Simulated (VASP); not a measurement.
# SiNi3 (R-3m) in VASP: further runs, part 2 of 2

VASP 6.6.1.

## (4) Single point, PBEsol, collinear spin, ferromagnetic start

INCAR reads:

```
SYSTEM = SiNi3
ALGO = Normal ; EDIFF = 1E-6
ENCUT = 520 ; GGA = PS
ISIF = 2 ; ISMEAR = -1
ISPIN = 2 ; LASPH = .True.
LCHARG = .True. ; LELF = .True.
LMAXMIX = 4 ; LORBIT = 11
LREAL = .False. ; LVHAR = .True.
LWAVE = .False. ; MAGMOM = 1 1 1 0
NBANDS = 29 ; NELM = 150
NUPDOWN = 3.0 ; PREC = Accurate
SIGMA = 0.05
```

KPOINTS reads:

```
k-points
0
Gamma
  10 10 10
  0 0 0
```

POSCAR reads:

```
SiNi3
1.0
    1.2928041287      0.7464008117      7.6619893310
   -1.2928041287      0.7464008117      7.6619893310
    0.0000000000     -1.4928016234      7.6619893310
Ni Si
3 1
Direct
    0.2547330000      0.2547330000      0.2547330000
    0.5000000000      0.5000000000      0.5000000000
    0.7452670000      0.7452670000      0.7452670000
    0.0000000000      0.0000000000      0.0000000000
```

Potentials or basis: VASP PAW PBE potentials, release 64 (Ni, Si).

Command:

```sh
cat potpaw_PBE.64/Ni/POTCAR potpaw_PBE.64/Si/POTCAR > POTCAR
mpirun -np 1 vasp_std > vasp.out
```

OUTCAR:

```text
SYSTEM = SiNi3
   EDIFF = 1E-6
   ENCUT = 520
   GGA = PS
   ISIF = 2
   ISMEAR = -1
   ISPIN = 2
   LASPH = .True.
   LORBIT = 11
   LREAL = .False.
   NELM = 150
   NUPDOWN = 3.0
   PREC = Accurate

 ion  position               nearest neighbor table
   1  0.255  0.255  0.255-   4 2.34   4 2.34   4 2.34   2 2.52   2 2.52   2 2.52
   2  0.500  0.500  0.500-   1 2.52   3 2.52   1 2.52   1 2.52   3 2.52   3 2.52
   3  0.745  0.745  0.745-   4 2.34   4 2.34   4 2.34   2 2.52   2 2.52   2 2.52
   4  0.000  0.000  0.000-   3 2.34   1 2.34   3 2.34   3 2.34   1 2.34   1 2.34

  LATTYP: Found a trigonal (rhomboedric) cell.
 ALAT       =     7.8060577243
 COS(alpha) =     0.9451430144

  Lattice vectors:

 A1 = (   1.2928041287,   0.7464008117,   7.6619893310)
 A2 = (  -1.2928041287,   0.7464008117,   7.6619893310)
 A3 = (   0.0000000000,  -1.4928016234,   7.6619893310)

Analysis of symmetry for initial positions (statically):
=====================================================================
 Subroutine PRICEL returns:
 Original cell was already a primitive cell.

 Routine SETGRP: Setting up the symmetry group for a
 trigonal (rhombohedral) supercell.

 Subroutine GETGRP returns: Found 12 space group operations
 (whereof 12 operations were pure point group operations)
 out of a pool of 12 trial point group operations.

The static configuration has the point symmetry D_3d.

Analysis of symmetry for dynamics (positions and initial velocities):
=====================================================================
 Subroutine PRICEL returns:
 Original cell was already a primitive cell.

 Routine SETGRP: Setting up the symmetry group for a
 trigonal (rhombohedral) supercell.

 Subroutine GETGRP returns: Found 12 space group operations
 (whereof 12 operations were pure point group operations)
 out of a pool of 12 trial point group operations.

[... 159 lines left out ...]
  ---------------------------------------------------
  ext. energy  EPLUGINS =         0.00000000
  ---------------------------------------------------
  free energy    TOTEN  =       -24.23118125 eV

  energy without entropy =      -24.18649142  energy(sigma->0) =      -24.20883633

 E-fermi :   9.7888     XC(G=0): -13.0712

 val. band max:       11.3079798972   @ k =   0.4000   0.2000   0.1000
 cond. band min:       9.7898853237   @ k =   0.0000   0.0000   0.0000
 fundamental gap:     -1.5180945735
 Fermi energy:        11.3111526312

 spin component 1

 k-point     1 :       0.0000    0.0000    0.0000
  band No.  band energies     occupation
      1      -3.5681      1.00000
      2       1.9458      1.00000
      3       2.5405      1.00000
      4       5.2798      1.00000
      5       6.8086      1.00000
      6       7.3320      1.00000
[... 757 lines left out ...]
     28      23.2965      0.00000
     29      24.2235      0.00000

 [... further k-points ...]

 spin component 2

 k-point     1 :       0.0000    0.0000    0.0000
  band No.  band energies     occupation
      1      -3.3095      1.00000
      2       2.1234      1.00000
      3       2.7614      1.00000
      4       5.9560      1.00000
      5       7.5762      1.00000
      6       8.2304      1.00000
[... 757 lines left out ...]
     28      23.6174      0.00000
     29      24.5194      0.00000

 [... further k-points ...]
[... 5 lines left out ...]
  --------------------------------------------------------------------------------------
  -------------------------------------------------------------------------------------
  Total       -0.6134553     -0.6134553      1.1187810      0.0000000      0.0000000      0.0000000
  in kB      -22.1562310    -22.1562310     40.4071345      0.0000000      0.0000000      0.0000000
  external PRESSURE =      -1.3017758 kB  Pullay stress =       0.0000000 kB

 VOLUME and BASIS-vectors are now :
 -----------------------------------------------------------------------------
  energy-cutoff  :      520.00
  volume of cell :       44.36
      direct lattice vectors                 reciprocal lattice vectors
     1.292804129  0.746400812  7.661989331     0.386756191  0.223293791  0.043504803
    -1.292804129  0.746400812  7.661989331    -0.386756191  0.223293791  0.043504803
     0.000000000 -1.492801623  7.661989331     0.000000000 -0.446587582  0.043504803

 POSITION                                       TOTAL-FORCE (eV/Angst)
 -----------------------------------------------------------------------------------
      0.00000      0.00000      5.85528         0.000000     -0.000000     -0.611834
      0.00000      0.00000     11.49298         0.000000      0.000000      0.000000
      0.00000      0.00000     17.13068         0.000000      0.000000      0.611834
      0.00000      0.00000      0.00000        -0.000000      0.000000      0.000000
 -----------------------------------------------------------------------------------
    total drift:                               -0.000000     -0.000000     -0.000000

  FREE ENERGIE OF THE ION-ELECTRON SYSTEM (eV)
  ---------------------------------------------------
  free  energy   TOTEN  =       -24.2311812517 eV

  energy  without entropy=      -24.1864914157  energy(sigma->0) =      -24.20883633

 total charge

# of ion       s       p       d       tot
------------------------------------------
    1        0.499   0.585   8.352   9.436
    2        0.491   0.474   8.211   9.176
    3        0.499   0.585   8.352   9.436
    4        0.752   0.899   0.000   1.651
--------------------------------------------------
tot          2.241   2.544  24.915  29.699

 magnetization (x)

# of ion       s       p       d       tot
------------------------------------------
    1        0.016   0.037   0.746   0.799
    2        0.016   0.037   1.080   1.133
    3        0.016   0.037   0.746   0.799
    4        0.038   0.065   0.000   0.103
--------------------------------------------------
tot          0.086   0.176   2.571   2.834
```

OSZICAR:

```text
N       E                     dE             d eps       ncg     rms          rms(c)
DAV:   1     0.204838408506E+03    0.20484E+03   -0.14553E+04 13760   0.152E+03
DAV:   2    -0.151568794370E+02   -0.22000E+03   -0.20480E+03 13491   0.301E+02
DAV:   3    -0.293511285887E+02   -0.14194E+02   -0.13361E+02 15234   0.918E+01
DAV:   4    -0.296166098322E+02   -0.26548E+00   -0.26479E+00 15158   0.122E+01
DAV:   5    -0.296240982435E+02   -0.74884E-02   -0.74876E-02 16347   0.181E+00    0.230E+01
DAV:   6    -0.317670193571E+02   -0.21429E+01   -0.45702E+01 17118   0.129E+02    0.286E+01
DAV:   7    -0.258865910499E+02    0.58804E+01   -0.15940E+01 17196   0.841E+01    0.204E+01
DAV:   8    -0.252027738340E+02    0.68382E+00   -0.11975E+01 17077   0.630E+01    0.145E+01
DAV:   9    -0.242408181609E+02    0.96196E+00   -0.34359E+00 18259   0.350E+01    0.368E+00
DAV:  10    -0.242403481069E+02    0.47005E-03   -0.35928E-01 15657   0.671E+00    0.111E+00
DAV:  11    -0.242349800071E+02    0.53681E-02   -0.34948E-02 18268   0.228E+00    0.111E+00
DAV:  12    -0.242316240073E+02    0.33560E-02   -0.94462E-03 17213   0.206E+00    0.354E-01
DAV:  13    -0.242311908257E+02    0.43318E-03   -0.15525E-03 20827   0.445E-01    0.193E-01
DAV:  14    -0.242311841274E+02    0.66982E-05   -0.50521E-04 16415   0.393E-01    0.622E-02
DAV:  15    -0.242311868863E+02   -0.27589E-05   -0.26523E-05 15409   0.564E-02    0.509E-02
DAV:  16    -0.242311814758E+02    0.54105E-05   -0.11190E-05 14503   0.662E-02    0.138E-02
DAV:  17    -0.242311812517E+02    0.22403E-06   -0.21219E-06  8550   0.227E-02
   1 F= -.24231181E+02 E0= -.24208836E+02  d E =-.446898E-01  mag=     3.0000
```

stdout:

```text
POSCAR found type information on POSCAR NiSi
 POSCAR found :  2 types and       4 ions
 scaLAPACK will be used
 -----------------------------------------------------------------------------
|                                                                             |
|                                                                             |
|     You enforced a specific xc type in the INCAR file but a different       |
|     I HOPE YOU KNOW WHAT YOU ARE DOING!                                     |
|                                                                             |
 -----------------------------------------------------------------------------

 LDA part: xc-table for (Slater+PW92), standard interpolation
 POSCAR, INCAR and KPOINTS ok, starting setup
 FFT: planning ... GRIDC
 FFT: planning ... GRID_SOFT
 FFT: planning ... GRID
 WAVECAR not read
 entering main loop
```

It took 44 min on 1 thread of Intel Xeon 6975P-C (Granite Rapids), shared host; peak memory 0.75 GiB.

What came out:

* Free energy: -24.2312 eV
* Pressure: -0.1 GPa
* Largest force: 0.612 eV/Å
* Net moment: 3.00 μB per cell
* Site moments: Ni +0.80, +1.13; Si +0.10 μB
* Valence electrons inside the program's atomic spheres: Ni 9.44, 9.18; Si 1.65

Forces in eV/Å, atoms in the order of the input:
```
Ni   0.000  0.000 -0.612
Ni   0.000  0.000  0.000
Ni   0.000  0.000  0.612
Si   0.000  0.000  0.000
```

Caveat: the PAW data sets were made with another functional, which shifts forces and pressure a little; the total moment is fixed, so each spin has its own Fermi level.

## (5) Single point, PBEsol, collinear spin, ferromagnetic start

INCAR reads:

```
  ALGO = Normal
  EDIFF = 1E-7
  ENCUT = 520
  GGA = PS
  ISIF = 2
  ISMEAR = -1
  ISPIN = 2
  LASPH = T
  LCHARG = F
  LMAXMIX = 4
  LORBIT = 11
  LREAL = F
  LWAVE = F
  MAGMOM = 1.26667 1.26667 1.26667 0
  NBANDS = 29
  NELM = 150
  NUPDOWN = 3.8
  PREC = Accurate
  SIGMA = 0.05
```

KPOINTS reads:

```
k-points
0
Gamma
  10 10 10
```

POSCAR is that of step 4.

Command:

```sh
cat potpaw_PBE.64/Ni/POTCAR potpaw_PBE.64/Si/POTCAR > POTCAR
mpirun -np 1 vasp_std > vasp.out
```

Wall time 47 min (1 thread of Intel Xeon 6975P-C (Granite Rapids), shared host); peak memory 0.76 GiB.

Results (log left out):

```yaml
Free_energy: -23.4933 eV
Pressure: 3.2 GPa
Largest_force: 0.877 eV/Å
Net_moment: 3.80 μB per cell
Site_moments: Ni +1.02, +1.30; Si +0.17 μB
Valence_electrons_inside_the_program's_atomic_spheres: Ni 9.42, 9.16; Si 1.66
```

Forces in eV/Å, atoms in the order of the input:
```
Ni   0.000  0.000 -0.877
Ni   0.000  0.000  0.000
Ni   0.000  0.000  0.877
Si   0.000  0.000  0.000
```

Stress tensor (GPa, compression positive):
```
0.62 0.00 0.00
0.00 0.62 0.00
0.00 0.00 8.39
```

Caveat: the PAW data sets were made with another functional, which shifts forces and pressure a little; the total moment is fixed, so each spin has its own Fermi level.

## (6) Overview

```tsv
fixed moment (μB)	pressure (GPa)	moment (μB)	largest force (eV/Å)
4.5	7.3	4.50	1.13
6.0	19.0	6.00	1.73
3.0	-0.1	3.00	0.61
3.8	3.2	3.80	0.88
```

Alike in all rows: task single point; level PBEsol; potentials or basis VASP PAW PBE potentials, release 64 (Ni, Si); spin collinear, ferromagnetic start; cell as given; k mesh 10 × 10 × 10; cutoff (eV) 520; smearing fermi-dirac 0.05 eV.

Caveats: the PAW data sets were made with another functional, which shifts forces and pressure a little; the total moment is fixed, so each spin has its own Fermi level.

Total energies depend on the potentials used, so only differences within one code and one set of settings carry meaning.
